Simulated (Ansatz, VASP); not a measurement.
# Two plane-wave programs on Ag

INCAR

```
PREC = Accurate
ENCUT = 520
EDIFF = 1E-8
ISMEAR = -1
SIGMA = 0.05
LREAL = F
LASPH = T
NELM = 60
ALGO = Normal
ISIF = 2
LWAVE = F
LCHARG = F
GGA = PE
LEFG = T
NBANDS = 12
```

Contents of KPOINTS:

```
regular mesh
0
Gamma
  15 15 15
```

The input POSCAR:

```
Ag
1.0
    0.0000000000      2.0224612152      2.0224612152
    2.0224612152      0.0000000000      2.0224612152
    2.0224612152      2.0224612152      0.0000000000
Ag
1
Direct
    0.0000000000      0.0000000000      0.0000000000
```

Input for Ansatz:

```yaml
crystal:
  lattice:
    - [0.0, 2.0224612152, 2.0224612152]
    - [2.0224612152, 0.0, 2.0224612152]
    - [2.0224612152, 2.0224612152, 0.0]
  atoms:
    - { symbol: Ag, position: [0.0, 0.0, 0.0] }
kpoints:
  mp_grid: { grid: [15, 15, 15] }
scf:
  occupations: { method: fermi_dirac, width: 0.05 }
hamiltonian:
  xc: pbe
  pseudopotentials: { kind: paw }
output:
  forces: true
  stress: true
  eigenvalues: true
  efg: { contact_densities: true }
```

Change from the starting cell: volume scaled by 0.97, PAW files.

Alike in both runs: task electric field gradients; functional PBE; k mesh 15 × 15 × 15; occupations fermi-dirac, width 0.05 eV; no spin polarisation.

|  | VASP | Ansatz |
| --- | --- | --- |
| version | VASP 6.6.1 | Ansatz 0.2.0 |
| potentials or method | VASP PAW PBE potentials, release 64 (Ag) | PAW with Ansatz's default frozen-core files, scalar-relativistic |
| plane-wave cutoff (eV) | 520 | 420 |
| valence electrons in the cell | 11 | 19 |

|  | VASP | Ansatz | Ansatz less VASP |
| --- | --- | --- | --- |
| pressure (GPa) | 8.2 | 8.4 | +0.21 |

The functional is the same, so the differences come from potentials, cutoffs and numerics. VASP's potentials hold 11 valence electrons a cell and Ansatz's 19, so a difference there can come from the potentials and not from the codes.
